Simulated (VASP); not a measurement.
A run of VASP 6.6.1 is set up as follows.

POSCAR

```
BP
1.0
    0.0000000000      2.2683155811      2.2683155811
    2.2683155811      0.0000000000      2.2683155811
    2.2683155811      2.2683155811      0.0000000000
B P
1 1
Direct
    0.0000000000      0.0000000000      0.0000000000
    0.2500000000      0.2500000000      0.2500000000
```

INCAR.step1

```
PREC = Accurate
ENCUT = 520
EDIFF = 1E-5
ISMEAR = 0
SIGMA = 0.01
LREAL = False
LASPH = True
NELM = 100
ALGO = Normal
ISIF = 2
LWAVE = True
LCHARG = False
NBANDS = 11
GGA = PE
```

File INCAR.step2:

```
PREC = Accurate
ENCUT = 520
EDIFF = 1E-7
ISMEAR = 0
SIGMA = 0.01
LREAL = False
LASPH = True
NELM = 100
ALGO = Normal
ISIF = 2
LWAVE = False
LCHARG = False
GGA = PE
LHFCALC = True
HFSCREEN = 0.2079
PRECFOCK = Normal
NBANDS = 11
ISTART = 1
```

The input KPOINTS:

```
regular mesh
0
Gamma
  6 6 6
```

Potentials or basis: VASP PAW PBE potentials, release 64 (B, P).

Command:

```console
$ cat potpaw_PBE.64/B/POTCAR potpaw_PBE.64/P/POTCAR > POTCAR
$ cp INCAR.step1 INCAR
$ mpirun -np 1 vasp_std > vasp.out
$ cp INCAR.step2 INCAR
$ mpirun -np 1 vasp_std > vasp.out
```

Task: What does it give for the pressure?

Result: -1.9 GPa.

Task: What does it give for the band gap on the k mesh?

Result: 2.06 eV (least direct gap 4.34 eV).

Caveat: the PAW data sets were made with another functional, which shifts forces and pressure a little. A k mesh can miss the band edges.
